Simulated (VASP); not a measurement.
# NaYC3N3 (Fm-3m) in VASP: further runs, part 2 of 2

VASP 6.6.1. Earlier steps stand in the parts before.

## (5) Relaxation of cell and atoms, PBE

INCAR reads:

```
  ALGO = Normal
  EDIFF = 1E-7
  EDIFFG = -0.04
  ENCUT = 600
  GGA = PE
  IBRION = 2
  ISIF = 3
  ISMEAR = 0
  LASPH = True
  LCHARG = False
  LREAL = Auto
  LWAVE = False
  NELM = 80
  NSW = 90
  PREC = Accurate
  SIGMA = 0.1
```

KPOINTS reads:

```
k-points
0
Gamma
  4 4 4
```

POSCAR reads:

```
NaYC3N3
1.0
    0.0000000000      5.4860000000      5.4860000000
    5.4860000000      0.0000000000      5.4860000000
    5.4860000000      5.4860000000      0.0000000000
Na Y C N
2 2 6 6
Direct
    0.2500000000      0.2500000000      0.2500000000
    0.7500000000      0.7500000000      0.7500000000
    0.0000000000      0.0000000000      0.0000000000
    0.5000000000      0.5000000000      0.5000000000
    0.8080568700      0.1919431300      0.1919431300
    0.1919431300      0.8080568700      0.1919431300
    0.1919431300      0.1919431300      0.8080568700
    0.1919431300      0.8080568700      0.8080568700
    0.8080568700      0.1919431300      0.8080568700
    0.8080568700      0.8080568700      0.1919431300
    0.7014218000      0.2985782000      0.2985782000
    0.2985782000      0.7014218000      0.2985782000
    0.2985782000      0.2985782000      0.7014218000
    0.2985782000      0.7014218000      0.7014218000
    0.7014218000      0.2985782000      0.7014218000
    0.7014218000      0.7014218000      0.2985782000
```

Potentials or basis: VASP PAW PBE potentials, release 64 (Na_pv, Y_sv, C, N).

Run with:

```sh
$ cat potpaw_PBE.64/Na_pv/POTCAR potpaw_PBE.64/Y_sv/POTCAR potpaw_PBE.64/C/POTCAR potpaw_PBE.64/N/POTCAR > POTCAR
$ mpirun -np 1 vasp_std > vasp.out
```

OUTCAR:

```text
EDIFF = 1E-7
   EDIFFG = -0.04
   ENCUT = 600
   GGA = PE
   IBRION = 2
   ISIF = 3
   ISMEAR = 0
   LASPH = True
   LREAL = Auto
   NELM = 80
   NSW = 90
   PREC = Accurate

 ion  position               nearest neighbor table
   1  0.250  0.250  0.250-
   2  0.750  0.750  0.750-
   3  0.000  0.000  0.000-   5 2.11   6 2.11   7 2.11   8 2.11   9 2.11  10 2.11
   4  0.500  0.500  0.500-  11 2.21  12 2.21  13 2.21  14 2.21  15 2.21  16 2.21
   5  0.808  0.192  0.192-  11 1.17   3 2.11
   6  0.192  0.808  0.192-  12 1.17   3 2.11
   7  0.192  0.192  0.808-  13 1.17   3 2.11
   8  0.192  0.808  0.808-  14 1.17   3 2.11
   9  0.808  0.192  0.808-  15 1.17   3 2.11
  10  0.808  0.808  0.192-  16 1.17   3 2.11
  11  0.701  0.299  0.299-   5 1.17   4 2.21
  12  0.299  0.701  0.299-   6 1.17   4 2.21
  13  0.299  0.299  0.701-   7 1.17   4 2.21
  14  0.299  0.701  0.701-   8 1.17   4 2.21
  15  0.701  0.299  0.701-   9 1.17   4 2.21
  16  0.701  0.701  0.299-  10 1.17   4 2.21

  LATTYP: Found a face centered cubic cell.
 ALAT       =    10.9720000000

  Lattice vectors:

 A1 = (   0.0000000000,   5.4860000000,   5.4860000000)
 A2 = (   5.4860000000,   0.0000000000,   5.4860000000)
 A3 = (   5.4860000000,   5.4860000000,   0.0000000000)

Analysis of symmetry for initial positions (statically):
=====================================================================
 Subroutine PRICEL returns:
 Original cell was already a primitive cell.

 Routine SETGRP: Setting up the symmetry group for a
 face centered cubic supercell.

 Subroutine GETGRP returns: Found 48 space group operations
 (whereof 48 operations were pure point group operations)
 out of a pool of 48 trial point group operations.

The static configuration has the point symmetry O_h .

Analysis of symmetry for dynamics (positions and initial velocities):
=====================================================================
 Subroutine PRICEL returns:
 Original cell was already a primitive cell.

 Routine SETGRP: Setting up the symmetry group for a
 face centered cubic supercell.

 Subroutine GETGRP returns: Found 48 space group operations
 (whereof 48 operations were pure point group operations)
[... 126 lines left out ...]
   EMIN   =  10.00;   EMAX   =-10.00  energy-range for DOS
   EFERMI =   0.00;   METHOD = LEGACY
   ISMEAR =     0;   SIGMA  =   0.10  broadening in eV -4-tet -1-fermi 0-gaus
   EFERMI_NEDOS =   21; number of points for ismear=-14 and -15
   IALGO  =     38    algorithm
   IMIX   =      4    mixing-type and parameters
     AMIX     =   0.40;   BMIX     =  1.00
     AMIX_MAG =   1.60;   BMIX_MAG =  1.00
  volume/ion in A,a.u.               =      20.64       139.28
  Fermi-wavevector in a.u.,A,eV,Ry     =   1.061426  2.005805 15.328676  1.126626
  Thomas-Fermi vector in A             =   2.196842
   LORBIT       =      0    0 simple, 1 ext, 2 COOP (PROOUT), +10 PAW based schemes
   GGA     = PE    functional components
   LHFCALC =     F    Hartree Fock is set to
   AEXX    =    0.0000 exact exchange contribution
   IVDW    =     0    specifies the selected vdW correction
   LEPSILON=     F    determine dielectric tensor
   LRPA    =     F    only Hartree local field effects (RPA)
 conjugate gradient relaxation of ions
 non-spin polarized calculation
 Gauss-broadening in eV      SIGMA  =   0.10
  energy-cutoff  :      600.00
  volume of cell :      330.22
 maximum number of plane-waves:     11023
 NGX is ok and might be reduce to    64
   NGX = 31   NGY = 31   NGZ = 31

--------------------------------------- Ionic step        1  -------------------------------------------

 number of electron      89.9999984 magnetization

 Free energy of the ion-electron system (eV)
  ---------------------------------------------------
  ext. energy  EPLUGINS =         0.00000000
  ---------------------------------------------------
  free energy    TOTEN  =      -117.19387553 eV

  energy without entropy =     -117.17582487  energy(sigma->0) =     -117.18485020

------------------------ aborting loop because EDIFF is reached ----------------------------------------

  FORCE on cell =-STRESS in cart. coord.  units (eV):
  Direction    XX          YY          ZZ          XY          YZ          ZX
  --------------------------------------------------------------------------------------
  -------------------------------------------------------------------------------------
  Total       34.7516962     34.7516962     34.7516962      0.0000000      0.0000000     -0.0000000
  in kB      168.6122731    168.6122731    168.6122731      0.0000000      0.0000000     -0.0000000
  external PRESSURE =     168.6122731 kB  Pullay stress =       0.0000000 kB
[... 287 lines left out ...]
--------------------------------------- Ionic step        7  -------------------------------------------

 number of electron      90.0000016 magnetization

 Free energy of the ion-electron system (eV)
  ---------------------------------------------------
  ext. energy  EPLUGINS =         0.00000000
  ---------------------------------------------------
  free energy    TOTEN  =      -122.46689226 eV

  energy without entropy =     -122.41473047  energy(sigma->0) =     -122.44081137

 E-fermi :   0.9394     XC(G=0):  -6.3476

 val. band max:        0.9071448792   @ k =   0.2500   0.0000   0.0000
 cond. band min:       0.9602475995   @ k =   0.2500   0.0000   0.0000
 fundamental gap:      0.0531027203
 Fermi energy:         0.9394447759

 k-point     1 :       0.0000    0.0000    0.0000
  band No.  band energies     occupation
      1     -42.1501      2.00000
      2     -41.7753      2.00000
      3     -26.6124      2.00000
      4     -26.6124      2.00000
      5     -26.6124      2.00000
      6     -26.6124      2.00000
[... 488 lines left out ...]
  FREE ENERGIE OF THE ION-ELECTRON SYSTEM (eV)
  ---------------------------------------------------
  free  energy   TOTEN  =      -122.4668922616 eV

  energy  without entropy=     -122.4147304691  energy(sigma->0) =     -122.44081137

 reached required accuracy - stopping structural energy minimisation
```

It took 33 min on 1 thread of Intel Xeon Platinum 8488C (Sapphire Rapids), shared host; peak memory 0.7 GiB.

What came out:

| Item | Value |
| --- | --- |
| Free energy | -122.4669 eV |
| Relaxed volume | 26.90 Å³/atom |
| Relaxed cell | a = 8.475 Å, b = 8.475 Å, c = 8.475 Å, α = 60.00°, β = 60.00°, γ = 60.00° |
| Space group after relaxing (to 0.1 Å) | Fm-3m (No. 225) |
| Energy gained by relaxing | 329.6 meV/atom |
| Ionic steps | 7 |
| Pressure after relaxing | 0.1 GPa |
| Largest force after relaxing | 0.014 eV/Å |
| Band gap on the k mesh | zero (bands 45 and 46 overlap by 0.42 eV) |

Forces in eV/Å, atoms in the order of the input:
```
Na   0.000  0.000  0.000
Na   0.000  0.000  0.000
Y    0.000  0.000  0.000
Y    0.000  0.000  0.000
C   -0.014  0.000  0.000
C    0.000 -0.014  0.000
C    0.000  0.000 -0.014
C    0.014  0.000  0.000
C    0.000  0.014  0.000
C    0.000  0.000  0.014
N    0.009  0.000  0.000
N    0.000  0.009  0.000
N    0.000  0.000  0.009
N   -0.009  0.000  0.000
N    0.000 -0.009  0.000
N    0.000  0.000 -0.009
```

Step by step:
```csv
step,energy change (eV),largest force (eV/Å),pressure (GPa),volume (Å³)
1,0.0000,2.7571,16.86,330.22
2,-5.1464,1.2885,-1.93,445.27
3,-5.1790,1.2034,-0.84,431.88
4,-2.8351,11.0663,8.38,428.07
5,-5.2114,0.4122,0.00,431.43
6,-5.2492,0.2663,0.01,431.07
7,-5.2730,0.0140,0.07,430.47
```

Final structure:
```xyz
16
Lattice="0.0000 5.9929 5.9929 5.9929 0.0000 5.9929 5.9929 5.9929 0.0000" Properties=species:S:1:pos:R:3 pbc="T T T"
Na    2.9965    2.9965    2.9965
Na    8.9894    8.9894    8.9894
Y     0.0000    0.0000    0.0000
Y     5.9929    5.9929    5.9929
C     2.4732    5.9929    5.9929
C     5.9929    2.4732    5.9929
C     5.9929    5.9929    2.4732
C     9.5127    5.9929    5.9929
C     5.9929    9.5127    5.9929
C     5.9929    5.9929    9.5127
N     3.6576    5.9929    5.9929
N     5.9929    3.6576    5.9929
N     5.9929    5.9929    3.6576
N     8.3283    5.9929    5.9929
N     5.9929    8.3283    5.9929
N     5.9929    5.9929    8.3283
```

Levels at points of the mesh, in eV from the Fermi level:
| k point | band 41 | band 42 | band 43 | band 44 | band 45 | band 46 | band 47 | band 48 | band 49 | band 50 |
| --- | --- | --- | --- | --- | --- | --- | --- | --- | --- | --- |
| (0.00, 0.00, 0.00) | -5.06 | -4.54 | -4.54 | -4.54 | -0.27 | -0.27 | -0.27 | -0.13 | 0.55 | 1.90 |
| (0.50, 0.00, 0.00) | -4.96 | -4.82 | -4.66 | -4.66 | 0.15 | 0.26 | 0.42 | 0.42 | 0.58 | 0.89 |
| (0.50, 0.50, 0.00) | -5.06 | -4.43 | -4.43 | -4.36 | -0.31 | 0.31 | 0.60 | 0.60 | 0.70 | 1.30 |

Caveat: the volume moved by over 15 % at a fixed basis, so the end points are rough.

## (6) Summary

```tsv
task	cell	k mesh	cutoff (eV)	gap on the mesh (eV)	pressure (GPa)	largest force (eV/Å)
single point	a = 7.758 Å, angles 60.0°, 16 atoms, atomic positions A	4 × 4 × 4	520	none	16.9	2.74
single point	a = 8.487 Å, angles 60.0°, 16 atoms, atomic positions B	4 × 4 × 4	520	none	0.2	0.36
single point	a = 8.487 Å, angles 60.0°, 16 atoms, atomic positions B	6 × 6 × 6	520	none	0.2	0.35
relaxation of cell and atoms	relaxed from a = 7.758 Å, angles 60.0°, 16 atoms, atomic positions A	4 × 4 × 4	600	none	0.1	0.01
```

Alike in all rows: level PBE; potentials or basis VASP PAW PBE potentials, release 64 (Na_pv, Y_sv, C, N); no spin polarisation; smearing gaussian 0.1 eV.

Caveats: the cell stands under pressure (at least some runs); forces of over 1 eV/Å act on the atoms, so gaps and moduli don't describe the material at rest (at least some runs); the volume moved by over 15 % at a fixed basis, so the end points are rough (at least some runs).

Absolute energies hang on the potentials; compare differences alone.

The gap in the log of VASP goes by the Fermi energy; the results here count the filled bands.